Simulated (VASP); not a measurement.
# GaCo (Pm-3m) in VASP: single point with LDA

Aim: the single point of GaCo with LDA.

All numbers are computed with VASP 6.6.1; they aren't measurements. Logs are shortened: lines on timing, memory, paths and dates and some standing lists are left out, and cuts for length are marked.

**1. The cell of the first run**

It takes space group Pm-3m (No. 221, cubic). Conventional cell: a = 2.878 Å, b = 2.878 Å, c = 2.878 Å, α = 90.00°, β = 90.00°, γ = 90.00°. Ga (site symmetry m-3m) has 8 Co at 2.49 Å and 6 Ga at 2.88 Å within 3.3 Å. Co (site symmetry m-3m) has 8 Ga at 2.49 Å and 6 Co at 2.88 Å within 3.3 Å.

**2. Single point, LDA, collinear spin, ferromagnetic start**

INCAR

```
PREC     = Accurate       # precision mode
ENCUT    = 520            # plane-wave cutoff, eV
EDIFF    = 1E-6           # SCF threshold, eV
ISMEAR   = -1             # smearing method
SIGMA    = 0.08           # smearing width, eV
LREAL    = F              # projectors in reciprocal space
LASPH    = T              # aspherical terms in the spheres
NELM     = 150            # most SCF steps
ALGO     = Normal         # electronic algorithm
ISIF     = 2              # what is computed and relaxed
LWAVE    = F              # write WAVECAR
LCHARG   = F              # write CHGCAR
ISPIN    = 2              # spin polarisation
MAGMOM   = 0 0 2 2        # initial moments
LORBIT   = 11             # projections on sites
LMAXMIX  = 4              # l up to which the mixer works
GGA      = CA             # functional
NBANDS   = 34             # bands
```

KPOINTS

```
Automatic mesh
0
Gamma
  8 10 8
```

POSCAR

```
GaCo
1.0
    0.0000000000      2.8780000000      2.8780000000
    2.8780000000      0.0000000000      0.0000000000
    0.0000000000      2.8780000000     -2.8780000000
Ga Co
2 2
Direct
    0.5000000000      0.5000000000      0.0000000000
    0.0000000000      0.5000000000      0.5000000000
    0.0000000000      0.0000000000      0.0000000000
    0.5000000000      0.0000000000      0.5000000000
```

Potentials or basis: VASP PAW LDA potentials, release 64 (Ga_d, Co).

Command:

```bash
cat potpaw_LDA.64/Ga_d/POTCAR potpaw_LDA.64/Co/POTCAR > POTCAR
mpirun -np 1 vasp_std > vasp.out
```

OUTCAR:

```text
PREC = Accurate
   ENCUT = 520
   EDIFF = 1E-6
   ISMEAR = -1
   LREAL = F
   LASPH = T
   NELM = 150
   ISIF = 2
   ISPIN = 2
   LORBIT = 11
   GGA = CA

 ion  position               nearest neighbor table
   1  0.500  0.500  0.000-   3 2.49   4 2.49   4 2.49   3 2.49   4 2.49   4 2.49   3 2.49   3 2.49
                             2 2.88   2 2.88   2 2.88   2 2.88
   2  0.000  0.500  0.500-   3 2.49   4 2.49   3 2.49   3 2.49   4 2.49   3 2.49   4 2.49   4 2.49
                             1 2.88   1 2.88   1 2.88   1 2.88
   3  0.000  0.000  0.000-   1 2.49   2 2.49   2 2.49   1 2.49   2 2.49   2 2.49   1 2.49   1 2.49
                             4 2.88   4 2.88   4 2.88   4 2.88
   4  0.500  0.000  0.500-   1 2.49   2 2.49   1 2.49   1 2.49   2 2.49   1 2.49   2 2.49   2 2.49
                             3 2.88   3 2.88   3 2.88   3 2.88

  LATTYP: Found a simple tetragonal cell.
 ALAT       =     4.0701066325
 C/A-ratio  =     0.7071067812

  Lattice vectors:

 A1 = (   0.0000000000,  -2.8780000000,  -2.8780000000)
 A2 = (   0.0000000000,   2.8780000000,  -2.8780000000)
 A3 = (   2.8780000000,   0.0000000000,   0.0000000000)

Analysis of symmetry for initial positions (statically):
=====================================================================
 Subroutine PRICEL returns following result:

  LATTYP: Found a simple cubic cell.
 ALAT       =     2.8780000000
[... 12 lines left out ...]
 Subroutine GETGRP returns: Found 16 space group operations
 (whereof 16 operations were pure point group operations)
 out of a pool of 16 trial point group operations.

The static configuration has the point symmetry D_4h.

Analysis of symmetry for dynamics (positions and initial velocities):
=====================================================================
 Subroutine PRICEL returns following result:

  LATTYP: Found a simple cubic cell.
 ALAT       =     2.8780000000
[... 12 lines left out ...]
 Subroutine GETGRP returns: Found 16 space group operations
 (whereof 16 operations were pure point group operations)
 out of a pool of 16 trial point group operations.

The dynamic configuration has the point symmetry D_4h.

Analysis of structural, dynamic, and magnetic symmetry:
=====================================================================
 Subroutine PRICEL returns following result:

  LATTYP: Found a simple cubic cell.
 ALAT       =     2.8780000000
[... 12 lines left out ...]
 Subroutine GETGRP returns: Found 16 space group operations
 (whereof 16 operations were pure point group operations)
 out of a pool of 16 trial point group operations.

The overall configuration has the point symmetry D_4h.

 Subroutine INISYM returns: Found 16 space group operations
 (whereof 16 operations are pure point group operations),
 and found     2 'primitive' translations

----------------------------------------------------------------------------------------

                                     Primitive cell

  volume of cell :      23.8381

  direct lattice vectors                    reciprocal lattice vectors
     0.000000000  0.000000000  2.878000000     0.000000000  0.000000000  0.347463516
     2.878000000  0.000000000  0.000000000     0.347463516  0.000000000  0.000000000
     0.000000000  2.878000000  0.000000000     0.000000000  0.347463516  0.000000000

  length of vectors
     2.878000000  2.878000000  2.878000000     0.347463516  0.347463516  0.347463516

  position of ions in fractional coordinates (direct lattice)
     0.500000000  0.500000000  0.500000000
     0.000000000  0.000000000  0.000000000

  ion indices of the primitive-cell ions
   primitive index   ion index
                 1           1
                 2           3

----------------------------------------------------------------------------------------

 KPOINTS: Automatic mesh

Automatic generation of k-mesh.
 Grid dimensions read from file:
 generate k-points for:    8   10    8

 Generating k-lattice:

  Cartesian coordinates                     Fractional coordinates (reciprocal lattice)
     0.000000000  0.021716470  0.021716470     0.125000000  0.000000000  0.000000000
     0.034746352  0.000000000  0.000000000     0.000000000  0.100000000  0.000000000
     0.000000000  0.021716470 -0.021716470     0.000000000  0.000000000  0.125000000

  Length of vectors
     0.030711726  0.034746352  0.030711726

  Shift w.r.t. Gamma in fractional coordinates (k-lattice)
     0.000000000  0.000000000  0.000000000

 Subroutine IBZKPT returns following result:
 ===========================================

 Found     90 irreducible k-points:

 Following reciprocal coordinates:
            Coordinates               Weight
  0.000000  0.000000  0.000000      1.000000
  0.125000  0.000000  0.000000      4.000000
  0.250000  0.000000  0.000000      4.000000
  0.375000  0.000000  0.000000      4.000000
  0.500000  0.000000  0.000000      2.000000
  0.000000  0.100000  0.000000      2.000000
[... 16 lines left out ...]
  0.250000  0.400000  0.000000      8.000000
  0.375000  0.400000  0.000000      8.000000
 [... further k-points ...]
   k-points           NKPTS =     90   k-points in BZ     NKDIM =     90   number of bands    NBANDS=     34
   number of dos      NEDOS =    301   number of ions     NIONS =      4
   total plane-waves  NPLWV =  21600
   dimension x,y,z NGX =    30 NGY =   24 NGZ =   30
   dimension x,y,z NGXF=    60 NGYF=   48 NGZF=   60
   ions per type =               2   2
   NGX,Y,Z   is equivalent  to a cutoff of  12.25, 13.86, 12.25 a.u.
   NGXF,Y,Z  is equivalent  to a cutoff of  24.51, 27.73, 24.51 a.u.
 SYSTEM =  unknown system
   PREC   = accura    normal or accurate (medium, high low for compatibility)
   ISTART =      0    job   : 0-new  1-cont  2-samecut
   ICHARG =      2    charge: 1-file 2-atom 10-const
   ISPIN  =      2    spin polarized calculation?
   LNONCOLLINEAR =      F non collinear calculations
   LSORBIT =      F    spin-orbit coupling
   LASPH  =      T    aspherical Exc in radial PAW
   ENCUT  =  520.0 eV  38.22 Ry    6.18 a.u.   7.57  5.35  7.57*2*pi/ulx,y,z
   NELM   =    150;   NELMIN=  2; NELMDL= -5     # of ELM steps
   EDIFF  = 0.1E-05   stopping-criterion for ELM
   LREAL  =      F    real-space projection
   EDIFFG = 0.1E-04   stopping-criterion for IOM
   NSW    =      0    number of steps for IOM
   IBRION =     -1    ionic relax: 0-MD 1-quasi-New 2-CG
   NFREE  =      0    steps in history (QN), initial steepest desc. (CG)
   ISIF   =      2    stress and relaxation
   ISYM   =      2    0-nonsym 1-usesym 2-fastsym
   POTIM  = 0.5000    time-step for ionic-motion
   TEBEG  =    0.0;   TEEND  =   0.0 temperature during run
   PSTRESS=    0.0 pullay stress
   NELECT =      44.0000    total number of electrons
   NUPDOWN=      -1.0000    fix difference up-down
   EMIN   =  10.00;   EMAX   =-10.00  energy-range for DOS
   EFERMI =   0.00;   METHOD = LEGACY
   ISMEAR =    -1;   SIGMA  =   0.08  broadening in eV -4-tet -1-fermi 0-gaus
   EFERMI_NEDOS =   21; number of points for ismear=-14 and -15
   IALGO  =     38    algorithm
   IMIX   =      4    mixing-type and parameters
     AMIX     =   0.40;   BMIX     =  1.00
     AMIX_MAG =   1.60;   BMIX_MAG =  1.00
  volume/ion in A,a.u.               =      11.92        80.43
  Fermi-wavevector in a.u.,A,eV,Ry     =   1.593890  3.012015 34.565389  2.540484
  Thomas-Fermi vector in A             =   2.692049
   LORBIT       =     11    0 simple, 1 ext, 2 COOP (PROOUT), +10 PAW based schemes
   GGA     = CA    functional components
   LHFCALC =     F    Hartree Fock is set to
   AEXX    =    0.0000 exact exchange contribution
   IVDW    =     0    specifies the selected vdW correction
   LEPSILON=     F    determine dielectric tensor
   LRPA    =     F    only Hartree local field effects (RPA)
 spin polarized calculation
  energy-cutoff  :      520.00
  volume of cell :       47.68
 maximum number of plane-waves:      1320
   NGX = 15   NGY = 11   NGZ = 15

 number of electron      44.0000052 magnetization       0.0025912

 Free energy of the ion-electron system (eV)
  ---------------------------------------------------
  ext. energy  EPLUGINS =         0.00000000
  ---------------------------------------------------
  free energy    TOTEN  =       -24.95354405 eV

  energy without entropy =      -24.90091303  energy(sigma->0) =      -24.92722854

 E-fermi :   9.4896     XC(G=0): -13.5393

 val. band max:        9.4665684211   @ k =   0.1250   0.1000   0.1250
 cond. band min:       9.4971517925   @ k =   0.5000   0.3000   0.5000
 fundamental gap:      0.0305833713
 Fermi energy:         9.4895877536

 spin component 1

 k-point     1 :       0.0000    0.0000    0.0000
  band No.  band energies     occupation
      1      -5.7263      1.00000
      2      -5.7261      1.00000
      3      -5.7139      1.00000
      4      -5.5799      1.00000
      5      -5.4965      1.00000
      6      -5.4965      1.00000
[... 877 lines left out ...]
     33      19.7829      0.00000
     34      24.2846      0.00000

 [... further k-points ...]

 spin component 2

 k-point     1 :       0.0000    0.0000    0.0000
  band No.  band energies     occupation
      1      -5.7263      1.00000
      2      -5.7262      1.00000
      3      -5.7140      1.00000
      4      -5.5799      1.00000
      5      -5.4965      1.00000
      6      -5.4965      1.00000
[... 877 lines left out ...]
     33      19.7831      0.00000
     34      24.2850      0.00000

 [... further k-points ...]
[... 5 lines left out ...]
  --------------------------------------------------------------------------------------
  -------------------------------------------------------------------------------------
  Total       -3.7795619     -3.7733992     -3.7733992      0.0000000      0.0000000      0.0000000
  in kB     -127.0134422   -126.8063418   -126.8063418      0.0000000      0.0000000      0.0000000
  external PRESSURE =    -126.8753752 kB  Pullay stress =       0.0000000 kB

 VOLUME and BASIS-vectors are now :
 -----------------------------------------------------------------------------
  energy-cutoff  :      520.00
  volume of cell :       47.68
      direct lattice vectors                 reciprocal lattice vectors
     0.000000000  2.878000000  2.878000000     0.000000000  0.173731758  0.173731758
     2.878000000  0.000000000  0.000000000     0.347463516  0.000000000  0.000000000
     0.000000000  2.878000000 -2.878000000     0.000000000  0.173731758 -0.173731758

 POSITION                                       TOTAL-FORCE (eV/Angst)
 -----------------------------------------------------------------------------------
      1.43900      1.43900      1.43900         0.000000     -0.000000     -0.000000
      1.43900      1.43900     -1.43900         0.000000      0.000000      0.000000
      0.00000      0.00000      0.00000        -0.000000     -0.000000     -0.000000
      0.00000      2.87800      0.00000        -0.000000     -0.000000     -0.000000
 -----------------------------------------------------------------------------------
    total drift:                                0.000000     -0.000000      0.000000

  FREE ENERGIE OF THE ION-ELECTRON SYSTEM (eV)
  ---------------------------------------------------
  free  energy   TOTEN  =       -24.9535440530 eV

  energy  without entropy=      -24.9009130294  energy(sigma->0) =      -24.92722854

 total charge

# of ion       s       p       d       tot
------------------------------------------
    1        0.859   0.891  10.050  11.800
    2        0.859   0.891  10.050  11.800
    3        0.388   0.448   7.530   8.366
    4        0.388   0.448   7.530   8.366
--------------------------------------------------
tot          2.494   2.677  35.161  40.332

 magnetization (x)

# of ion       s       p       d       tot
------------------------------------------
    1       -0.000  -0.000  -0.000  -0.000
    2       -0.000  -0.000  -0.000  -0.000
    3        0.000  -0.000   0.001   0.001
    4        0.000  -0.000   0.001   0.001
--------------------------------------------------
tot         -0.000  -0.000   0.002   0.002
```

Wall time 4.6 min (1 thread of AMD EPYC 7R13, shared host); peak memory 0.27 GiB.

What came out:

```yaml
Free_energy: -24.9535 eV
Pressure: -12.7 GPa
Band_gap_on_the_k_mesh: zero (filled and empty bands overlap)
Net_moment: 0.00 μB per cell
Valence_electrons_inside_the_program's_atomic_spheres: Ga 11.80; Co 8.37
```

Caveat: the cell stands under tension.
